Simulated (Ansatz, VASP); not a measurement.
## One calculation of Al4Ni, two programs

```
CELL_PARAMETERS angstrom
4.34736 0.00000 0.00000
-2.17368 3.76492 0.00000
0.00000 0.00000 5.37072
ATOMIC_POSITIONS crystal
Al 0.33333 0.66667 0.24896
Al 0.33333 0.66667 0.75104
Al 0.66667 0.33333 0.75104
Al 0.66667 0.33333 0.24896
Ni 0.00000 0.00000 0.50000
```

Alike in both runs: task relaxation of cell and atoms; functional PBE; k mesh 12 × 12 × 8; occupations gaussian, width 0.1 eV; no spin polarisation.

|  | VASP | Ansatz |
| --- | --- | --- |
| version | VASP 6.6.1 | Ansatz 0.2.0 |
| potentials or method | VASP PAW PBE potentials, release 64 (Al, Ni), cutoff 600 eV | scalar-relativistic, plane waves, PAW |
| valence electrons in the cell | 22 | 30 |

|  | VASP | Ansatz | Ansatz less VASP |
| --- | --- | --- | --- |
| gap on the k mesh at the Fermi level, each at its own relaxed structure (eV) | none | none | - |
| relaxed volume (Å³/atom) | 17.60 | 17.58 | -0.019 |
| relaxed length of the cell vector where the two differ most in proportion (Å) | 5.402 | 5.398 | -0.0038 |

A gap of «none» marks a metal or a gap that the smearing closes. VASP's potentials hold 22 valence electrons a cell and Ansatz's 30, so a difference there can come from the potentials and not from the codes.
